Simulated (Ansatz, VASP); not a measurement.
# One calculation of MgS, two programs

File INCAR:

```
SYSTEM = MgS
  PREC = Accurate
  ENCUT = 520
  EDIFF = 1E-7
  ISMEAR = -1
  SIGMA = 0.05
  LREAL = .FALSE.
  LASPH = .TRUE.
  NELM = 80
  ALGO = Normal
  ISIF = 2
  LWAVE = .FALSE.
  LCHARG = .FALSE.
  GGA = CA
  NBANDS = 11
```

File KPOINTS:

```
regular mesh
0
G
  9 9 9
  0 0 0
```

Contents of POSCAR:

```
MgS
1.0
    0.0000000000      2.6526756995      2.6526756995
    2.6526756995      0.0000000000      2.6526756995
    2.6526756995      2.6526756995      0.0000000000
S Mg
1 1
Direct
    0.5000000000      0.5000000000      0.5000000000
    0.0000000000      0.0000000000      0.0000000000
```

File input.yaml:

```yaml
crystal:
  lattice:
    - [0.0, 2.6526756995, 2.6526756995]
    - [2.6526756995, 0.0, 2.6526756995]
    - [2.6526756995, 2.6526756995, 0.0]
  atoms:
    - { symbol: S, position: [0.5, 0.5, 0.5] }
    - { symbol: Mg, position: [0.0, 0.0, 0.0] }
kpoints:
  mp_grid: { grid: [9, 9, 9] }
scf:
  occupations: { method: fermi_dirac, width: 0.05 }
hamiltonian:
  xc: lda
  pseudopotentials: { kind: all_electron, lapw: { basis_error: 0.001 } }
output:
  forces: true
  stress: true
  eigenvalues: true
```

Change from the starting cell: volume scaled by 1.06.

Alike in both runs: task single point; functional LDA; k mesh 9 × 9 × 9; occupations fermi-dirac, width 0.05 eV; no spin polarisation.

|  | VASP | Ansatz |
| --- | --- | --- |
| version | VASP 6.6.1 | Ansatz 0.2.0 |
| potentials or method | VASP PAW LDA potentials, release 64 (S, Mg), cutoff 520 eV | all-electron LAPW, scalar-relativistic |

```csv
,VASP,Ansatz,Ansatz less VASP
gap on the k mesh at the Fermi level (eV),2.56,2.57,+0.007
least direct gap on the mesh (eV),3.05,3.05,-0.007
pressure (GPa),-7.4,-6.8,+0.55
```

LDA's correlation is that of Perdew and Zunger in VASP and of Perdew and Wang (1992) in Ansatz. Ansatz ran all-electron here, and VASP with PAW potentials.
